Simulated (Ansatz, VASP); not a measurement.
Two plane-wave programs on CuO

```
Cu O
1.0
     0.19332   -2.21489   -2.08322
    -2.05934    0.10838   -1.99827
     2.42994    2.33067   -4.47553
Cu O
2 2
Cartesian
  0.1749 0.1783 -4.1834
  -1.7827 -1.9943 -4.1087
  0.4178 0.0281 -6.4669
  0.1699 0.0176 -2.1581
```

Alike in both runs: task single point; functional BLYP; k mesh 10 × 10 × 5; occupations fermi-dirac, width 0.05 eV; no spin polarisation.

```csv
,VASP,Ansatz
version,VASP 6.6.1,Ansatz 0.2.0
potentials or method,"VASP PAW PBE potentials, release 64 (Cu, O)",Ansatz PAW
plane-wave cutoff (eV),520,420
valence electrons in the cell,34,50
```

```tsv
	VASP	Ansatz	Ansatz less VASP
gap on the k mesh at the Fermi level (eV)	none	none	-
pressure (GPa)	-4.8	-5.0	-0.26
traceless stress, the component that is largest in VASP (GPa)	7.93	7.92	-0.011
rms of the force components (eV/Å)	0.611	0.601	-0.0092
```

VASP's potentials were made for PBE, not for BLYP. Atom by atom the forces differ by 0.014 eV/Å (rms over components). A gap of «none» marks a metal or a gap that the smearing closes. VASP's potentials hold 34 valence electrons a cell and Ansatz's 50, so a difference there can come from the potentials and not from the codes.
